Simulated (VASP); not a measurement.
# AlN (P6_3mc) in VASP: settings compared

AlN is run at these levels: LDA, PBE; tasks: vibrations by perturbation theory, dielectric tensor.

Everything below comes from runs of VASP 6.6.1. Logs are shortened: lines on timing, memory, paths and dates and some standing lists are left out, and cuts for length are marked.

## Step 1: The cell of the first run

The structure is hexagonal, space group P6_3mc (No. 186). The conventional cell has a = 3.113 Å, b = 3.113 Å, c = 4.981 Å, α = 90.00°, β = 90.00°, γ = 120.00°. Within 2.5 Å of Al (site symmetry 3m) lie 4 N at 1.89 Å. Within 2.5 Å of N (site symmetry 3m) lie 4 Al at 1.89 Å.

## Step 2: Vibrations by perturbation theory, LDA

Contents of INCAR:

```
SYSTEM = AlN
PREC = Accurate
ENCUT = 520
EDIFF = 1E-8
ISMEAR = 0
SIGMA = 0.01
LREAL = .False.
LASPH = .True.
NELM = 100
ALGO = Normal
ISIF = 2
LWAVE = .False.
LCHARG = .False.
GGA = CA
NBANDS = 16
IBRION = 8
NSW = 1
LEPSILON = .True.
```

Contents of KPOINTS:

```
Automatic mesh
0
Gamma
  8 8 5
  0 0 0
```

Contents of POSCAR:

```
AlN
1.0
    3.1130000000      0.0000000000      0.0000000000
   -1.5565000000      2.6959370820      0.0000000000
    0.0000000000      0.0000000000      4.9810000000
Al N
2 2
Direct
    0.6666666667      0.3333333333      0.5000000000
    0.3333333333      0.6666666667      0.0000000000
    0.6666666667      0.3333333333      0.8800000000
    0.3333333333      0.6666666667      0.3800000000
```

Potentials or basis: VASP PAW LDA potentials, release 64 (Al, N).

The run is started by

```console
> cat potpaw_LDA.64/Al/POTCAR potpaw_LDA.64/N/POTCAR > POTCAR
> mpirun -np 1 vasp_std > vasp.out
```

OUTCAR:

```text
SYSTEM = AlN
   PREC = Accurate
   ENCUT = 520
   EDIFF = 1E-8
   ISMEAR = 0
   LREAL = .False.
   LASPH = .True.
   NELM = 100
   ISIF = 2
   GGA = CA
   IBRION = 8
   NSW = 1
   LEPSILON = .True.

 ion  position               nearest neighbor table
   1  0.667  0.333  0.500-   3 1.89   4 1.89   4 1.89   4 1.89   2 3.07   2 3.07   2 3.07   2 3.07
                             2 3.07   2 3.07
   2  0.333  0.667  0.000-   4 1.89   3 1.89   3 1.89   3 1.89   1 3.07   1 3.07   1 3.07   1 3.07
                             1 3.07   1 3.07
   3  0.667  0.333  0.880-   1 1.89   2 1.89   2 1.89   2 1.89
   4  0.333  0.667  0.380-   2 1.89   1 1.89   1 1.89   1 1.89

  LATTYP: Found a hexagonal cell.
 ALAT       =     3.1130000000
 C/A-ratio  =     1.6000642467

  Lattice vectors:

 A1 = (   3.1130000000,   0.0000000000,   0.0000000000)
 A2 = (  -1.5565000000,   2.6959370820,   0.0000000000)
 A3 = (   0.0000000000,   0.0000000000,   4.9810000000)

Analysis of symmetry for initial positions (statically):
=====================================================================
 Subroutine PRICEL returns:
 Original cell was already a primitive cell.

 Routine SETGRP: Setting up the symmetry group for a
 hexagonal supercell.

 Subroutine GETGRP returns: Found 12 space group operations
 (whereof  6 operations were pure point group operations)
 out of a pool of 24 trial point group operations.

The static configuration has the point symmetry C_3v.
 The point group associated with its full space group is C_6v.

Analysis of symmetry for dynamics (positions and initial velocities):
=====================================================================
 Subroutine PRICEL returns:
 Original cell was already a primitive cell.

 Routine SETGRP: Setting up the symmetry group for a
 hexagonal supercell.

 Subroutine GETGRP returns: Found 12 space group operations
 (whereof  6 operations were pure point group operations)
 out of a pool of 24 trial point group operations.

The dynamic configuration has the point symmetry C_3v.
 The point group associated with its full space group is C_6v.

 Subroutine INISYM returns: Found 12 space group operations
 (whereof  6 operations are pure point group operations),
 and found     1 'primitive' translations

----------------------------------------------------------------------------------------

                                     Primitive cell

  volume of cell :      41.8028

  direct lattice vectors                    reciprocal lattice vectors
     3.113000000  0.000000000  0.000000000     0.321233537  0.185464269  0.000000000
    -1.556500000  2.695937082  0.000000000     0.000000000  0.370928538  0.000000000
     0.000000000  0.000000000  4.981000000     0.000000000  0.000000000  0.200762899

  length of vectors
     3.113000000  3.113000000  4.981000000     0.370928538  0.370928538  0.200762899

  position of ions in fractional coordinates (direct lattice)
     0.666666667  0.333333333  0.500000000
     0.333333333  0.666666667  0.000000000
     0.666666667  0.333333333  0.880000000
     0.333333333  0.666666667  0.380000000

[... 651 lines left out ...]
     0.00000  0.26322  0.00000
     0.00000  0.00000 -0.39445

[... ionic steps 4 to 9 ...]

--------------------------------------- Ionic step       10  -------------------------------------------

------------------------ aborting loop because EDIFF is reached ----------------------------------------

[... ionic steps 11 to 11 ...]

--------------------------------------- Ionic step       12  -------------------------------------------

 Free energy of the ion-electron system (eV)
  ---------------------------------------------------
  ---------------------------------------------------
  free energy    TOTEN  =        -0.24993656 eV

  energy without entropy =       -0.24993656

------------------------ aborting loop because EDIFF is reached ----------------------------------------

 INTERNAL STRAIN TENSOR  FOR ION    3  DIRECTION 3   (eV/Angst):
 -----------------------------------------------------------------------------
     5.19842  0.00000 -0.00000
    -0.00000  5.19842  0.00000
    -0.00000 -0.00000-12.51588

 MACROSCOPIC STATIC DIELECTRIC TENSOR (including local field effects in DFT)
 ------------------------------------------------------
           4.453267     0.000000     0.000000
           0.000000     4.453267     0.000000
           0.000000     0.000000     4.643900
 ------------------------------------------------------

 PIEZOELECTRIC TENSOR (including local field effects)  for field in x, y, z        (e  Angst)
          XX          YY          ZZ          XY          YZ          ZX
  --------------------------------------------------------------------------------
  x     0.00000    -0.00000     0.00000    -0.00000     0.00000     0.89284
  y    -0.00000    -0.00000     0.00000     0.00000     0.89284     0.00000
  z     0.68677     0.68677    -1.02917     0.00000    -0.00000     0.00000

 PIEZOELECTRIC TENSOR (including local field effects)  for field in x, y, z        (C/m^2)
          XX          YY          ZZ          XY          YZ          ZX
  --------------------------------------------------------------------------------
  x     0.00000    -0.00000     0.00000    -0.00000     0.00000     0.34220
  y    -0.00000    -0.00000     0.00000     0.00000     0.34220     0.00000
  z     0.26322     0.26322    -0.39445     0.00000    -0.00000     0.00000

 BORN EFFECTIVE CHARGES (including local field effects) (in |e|, cummulative output)
 ---------------------------------------------------------------------------------
 ion    1
    1     2.51503     0.00000     0.00000
    2     0.00000     2.51503    -0.00000
    3     0.00000     0.00000     2.66777
 ion    2
    1     2.51503     0.00000     0.00000
    2     0.00000     2.51503    -0.00000
    3     0.00000    -0.00000     2.66777
 ion    3
    1    -2.51503     0.00000     0.00000
    2     0.00000    -2.51503     0.00000
    3     0.00000     0.00000    -2.66777
 ion    4
    1    -2.51503     0.00000     0.00000
    2     0.00000    -2.51503    -0.00000
    3     0.00000    -0.00000    -2.66777

 INTERNAL STRAIN TENSOR FOR ION    4 for displacements in x,y,z  (eV/Angst):
          X           Y           Z          XY          YZ          ZX
  --------------------------------------------------------------------------------
  x     0.00000     0.00000    -0.00000    -9.79741    -0.00000     4.99865
  y    -9.79741     9.79741    -0.00000     0.00000     5.13438     0.00000
  z     5.19842     5.19842   -12.51588     0.00000     0.00000     0.00000

 SECOND DERIVATIVES (NOT SYMMETRIZED)
 ------------------------------------
               1X          1Y          1Z          2X          2Y          2Z          3X          3Y          3Z          4X          4Y          4Z
  1X   -15.162030    0.000000   -0.000000    0.654428    0.000000   -0.000000    1.494699   -0.000000    0.000000   13.012903    0.000000    0.000000
  1Y     0.000000  -15.162030    0.000000    0.000000    0.654428    0.000000    0.000000    1.494699    0.000000    0.000000   13.012903    0.000000
  1Z     0.000000   -0.000000  -21.582018    0.000000   -0.000000    8.442682    0.000000    0.000000    6.666155    0.000000    0.000000    6.473180
  2X     0.654428    0.000000    0.000000  -15.162030    0.000000    0.000000   13.012903    0.000000    0.000000    1.494699    0.000000   -0.000000
  2Y     0.000000    0.654428    0.000000    0.000000  -15.162030    0.000000   -0.000000   13.012903    0.000000    0.000000    1.494699    0.000000
  2Z     0.000000    0.000000    8.442682   -0.000000    0.000000  -21.582018    0.000000   -0.000000    6.473180    0.000000    0.000000    6.666155
  3X     1.495262    0.000000    0.000000   13.013773    0.000000    0.000000  -15.214854    0.000000    0.000000    0.705818    0.000000    0.000000
  3Y     0.000000    1.495262    0.000000    0.000000   13.013773    0.000000    0.000000  -15.214854    0.000000   -0.000000    0.705818    0.000000
  3Z     0.000000    0.000000    6.646441    0.000000    0.000000    6.487475    0.000000    0.000000  -20.055662   -0.000000    0.000000    6.921746
  4X    13.013773   -0.000000    0.000000    1.495262    0.000000    0.000000    0.705818    0.000000    0.000000  -15.214854    0.000000    0.000000
  4Y     0.000000   13.013773    0.000000    0.000000    1.495262    0.000000    0.000000    0.705818    0.000000    0.000000  -15.214854    0.000000
  4Z    -0.000000    0.000000    6.487475    0.000000   -0.000000    6.646441    0.000000    0.000000    6.921746   -0.000000    0.000000  -20.055662

 Eigenvectors and eigenvalues of the dynamical matrix
 ----------------------------------------------------

   1 f  =   21.701145 THz   136.352318 2PiTHz  723.872292 cm-1    89.748685 meV
             X         Y         Z           dx          dy          dz
      1.556500  0.898646  2.490500     0.000000    0.000000    0.007863
     -0.000000  1.797291  0.000000     0.000000    0.000000   -0.007863
      1.556500  0.898646  4.383280    -0.000000   -0.000000   -0.707063
     -0.000000  1.797291  1.892780    -0.000000   -0.000000    0.707063
[... 71 lines left out ...]
  12 f/i=    0.001826 THz     0.011472 2PiTHz    0.060901 cm-1     0.007551 meV
             X         Y         Z           dx          dy          dz
      1.556500  0.898646  2.490500     0.000000   -0.000000    0.573703
     -0.000000  1.797291  0.000000     0.000000   -0.000000    0.573703
      1.556500  0.898646  4.383280     0.000000   -0.000000    0.413359
     -0.000000  1.797291  1.892780     0.000000   -0.000000    0.413359

--------------------------------------------------------------------------------------------------------

 MACROSCOPIC STATIC DIELECTRIC TENSOR IONIC CONTRIBUTION
 ------------------------------------------------------
           3.774511    -0.000000    -0.000000
          -0.000000     3.774511     0.000000
          -0.000000     0.000000     4.690325
 ------------------------------------------------------

 ELASTIC MODULI CONTR FROM IONIC RELAXATION (kBar)
 Direction    XX          YY          ZZ          XY          YZ          ZX
 --------------------------------------------------------------------------------
 XX        -625.6607    309.2735    380.9119     -0.0000      0.0000      0.0000
 YY         309.2735   -625.6607    380.9119     -0.0000     -0.0000     -0.0000
 ZZ         380.9119    380.9119   -917.1917      0.0000      0.0000     -0.0000
 XY          -0.0000     -0.0000      0.0000   -467.4671      0.0000      0.0000
 YZ          -0.0000      0.0000      0.0000      0.0000   -125.5573      0.0000
 ZX           0.0000     -0.0000     -0.0000      0.0000      0.0000   -130.2231
 --------------------------------------------------------------------------------

 PIEZOELECTRIC TENSOR IONIC CONTR  for field in x, y, z        (C/m^2)
          XX          YY          ZZ          XY          YZ          ZX
  --------------------------------------------------------------------------------
  x     0.00000    -0.00000    -0.00000     0.00000     0.00000    -0.65970
  y     0.00000     0.00000     0.00000     0.00000    -0.64777     0.00000
  z    -0.81053    -0.81053     1.95166    -0.00000    -0.00000     0.00000
```

It took 3.7 min on 1 thread of Intel Xeon Platinum 8488C (Sapphire Rapids), shared host; peak memory 0.36 GiB.

Results:

| Property | Result |
| --- | --- |
| Electronic dielectric tensor (diagonal) | 4.45, 4.45, 4.64 |
| Born charges (mean of the diagonal) | Al +2.57; N -2.57 e |
| Highest phonon frequency at Γ, LO-TO splitting left out | 724 cm⁻¹ |

Phonon frequencies in cm⁻¹ (negative: imaginary):
| q point | frequencies |
| --- | --- |
| (0.000, 0.000, 0.000) | 0 0 0 238 238 550 623 642 642 654 654 724 |

Electronic dielectric tensor:
```
4.45 0.00 0.00
0.00 4.45 0.00
0.00 0.00 4.64
```

Born effective charge tensors (e):
atom 1, Al
```
2.52 0.00 0.00
0.00 2.52 0.00
0.00 0.00 2.67
```
atom 2, Al
```
2.52 0.00 0.00
0.00 2.52 0.00
0.00 0.00 2.67
```
atom 3, N
```
-2.52  0.00  0.00
 0.00 -2.52  0.00
 0.00  0.00 -2.67
```
atom 4, N
```
-2.52  0.00  0.00
 0.00 -2.52  0.00
 0.00  0.00 -2.67
```

Caveat: the cell stands under pressure or tension, which shifts response properties.

(Part 1 of 2 ends here.)
